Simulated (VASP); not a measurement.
Input of a VASP 6.6.1 run:

The input INCAR:

```
SYSTEM = B5C2
PREC     = Accurate       ! precision mode
ENCUT    = 600            ! plane-wave cutoff, eV
EDIFF    = 1E-6           ! SCF threshold, eV
ISMEAR   = 0              ! smearing method
SIGMA    = 0.2            ! smearing width, eV
LREAL    = .False.        ! projectors in reciprocal space
LASPH    = .True.         ! aspherical terms in the spheres
NELM     = 120            ! most SCF steps
ALGO     = Normal         ! electronic algorithm
ISIF     = 2              ! what is computed and relaxed
LWAVE    = .False.        ! write WAVECAR
LCHARG   = .False.        ! write CHGCAR
GGA      = PE             ! functional
NBANDS   = 20             ! bands
GGA_COMPAT= .False.
```

KPOINTS

```
regular mesh
0
Gamma
  4 4 4
  0 0 0
```

File POSCAR:

```
B5C2
1.0
   -2.6378826705      2.6378826705      1.7917439349
    2.6378826705     -2.6378826705      1.7917439349
    2.6378826705      2.6378826705     -1.7917439349
B C
5 2
Direct
    0.7240386562      0.7240386562      0.4480773123
    0.2759613438      0.2759613438      0.5519226877
    0.7240386562      0.2759613438      0.0000000000
    0.2759613438      0.7240386562      0.0000000000
    0.5000000000      0.5000000000      0.0000000000
    0.5000000000      0.0000000000      0.5000000000
    0.0000000000      0.5000000000      0.5000000000
```

Potentials or basis: VASP PAW PBE potentials, release 64 (B, C).

Command:

```bash
$ cat potpaw_PBE.64/B/POTCAR potpaw_PBE.64/C/POTCAR > POTCAR
$ mpirun -np 1 vasp_std > vasp.out
```

Problem. Predict the pressure.

Solution. -0.2 GPa.

Problem. Estimate the band gap on the k mesh.

Solution. Zero (an odd number of electrons rules out a gap without spin polarisation).

Stress tensor (GPa, compression positive):
```
-0.28  0.00  0.00
 0.00 -0.28  0.00
 0.00  0.00  0.01
```

Caveat: the k points lie up to 0.53 Å⁻¹ apart, too coarse for converged energies and pressures of a metal.
